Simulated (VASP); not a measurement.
Set up this calculation in VASP 6.6.1, as the native input.

- Task: single point
- Functional: LDA
- Potentials or basis: VASP PAW LDA potentials, release 64 (Rb_sv, Br)
- Cutoff: 400 eV
- k mesh: 6 × 6 × 6
- Occupations: gaussian, width 0.02 eV
- Spin: no spin polarisation
- Dipole correction: no
- k mesh for the DOS: 9 × 9 × 9
- Occupations for the DOS: tetrahedron
- Further INCAR settings: ALGO = Normal; EDIFF = 1e-06; NBANDS = 15

Crystal: RbBr.

```xyz
2
Lattice="0.0000 3.5087 3.5087 3.5087 0.0000 3.5087 3.5087 3.5087 0.0000" Properties=species:S:1:pos:R:3 pbc="T T T"
Rb    0.0000    0.0000    0.0000
Br    3.5087    3.5087    3.5087
```

The input as run:

POSCAR

```
RbBr
1.0
    0.0000000000      3.5087293501      3.5087293501
    3.5087293501      0.0000000000      3.5087293501
    3.5087293501      3.5087293501      0.0000000000
Rb Br
1 1
Direct
    0.0000000000      0.0000000000      0.0000000000
    0.5000000000      0.5000000000      0.5000000000
```

INCAR.step1

```
SYSTEM = RbBr
ALGO     = Normal         ! electronic algorithm
EDIFF    = 1E-6           ! SCF threshold, eV
ENCUT    = 400            ! plane-wave cutoff, eV
GGA      = CA             ! functional
GGA_COMPAT= .FALSE.      
ISIF     = 2              ! what is computed and relaxed
ISMEAR   = 0              ! smearing method
LASPH    = .TRUE.         ! aspherical terms in the spheres
LCHARG   = .TRUE.         ! write CHGCAR
LORBIT   = 11             ! projections on sites
LREAL    = .FALSE.        ! projectors in reciprocal space
LWAVE    = .FALSE.        ! write WAVECAR
NBANDS   = 15             ! bands
NEDOS    = 2001           ! points of the DOS
NELM     = 120            ! most SCF steps
PREC     = Accurate       ! precision mode
SIGMA    = 0.02           ! smearing width, eV
```

KPOINTS.step1

```
k-points
0
G
  6 6 6
  0 0 0
```

INCAR.step2

```
SYSTEM = RbBr
ALGO     = Normal         ! electronic algorithm
EDIFF    = 1E-6           ! SCF threshold, eV
ENCUT    = 400            ! plane-wave cutoff, eV
GGA      = CA             ! functional
GGA_COMPAT= .FALSE.      
ICHARG   = 11             ! starting density
ISIF     = 2              ! what is computed and relaxed
ISMEAR   = -5             ! smearing method
LASPH    = .TRUE.         ! aspherical terms in the spheres
LCHARG   = .FALSE.        ! write CHGCAR
LORBIT   = 11             ! projections on sites
LREAL    = .FALSE.        ! projectors in reciprocal space
LWAVE    = .FALSE.        ! write WAVECAR
NBANDS   = 15             ! bands
NEDOS    = 2001           ! points of the DOS
NELM     = 120            ! most SCF steps
PREC     = Accurate       ! precision mode
SIGMA    = 0.02           ! smearing width, eV
```

KPOINTS.step2

```
k-points
0
G
  9 9 9
  0 0 0
```

Potentials or basis: VASP PAW LDA potentials, release 64 (Rb_sv, Br).

Launch:

```bash
$ cat potpaw_LDA.64/Rb_sv/POTCAR potpaw_LDA.64/Br/POTCAR > POTCAR
$ cp INCAR.step1 INCAR
$ cp KPOINTS.step1 KPOINTS
$ mpirun -np 1 vasp_std > vasp.out
$ cp INCAR.step2 INCAR
$ cp KPOINTS.step2 KPOINTS
$ mpirun -np 1 vasp_std > vasp.out
```

It gave:

| Property | Result |
| --- | --- |
| Valence electrons inside the program's atomic spheres | Rb 7.30; Br 4.87 |

It took 37 s on 1 thread of Intel Xeon 8259CL (shared host), peak memory 0.16 GiB.
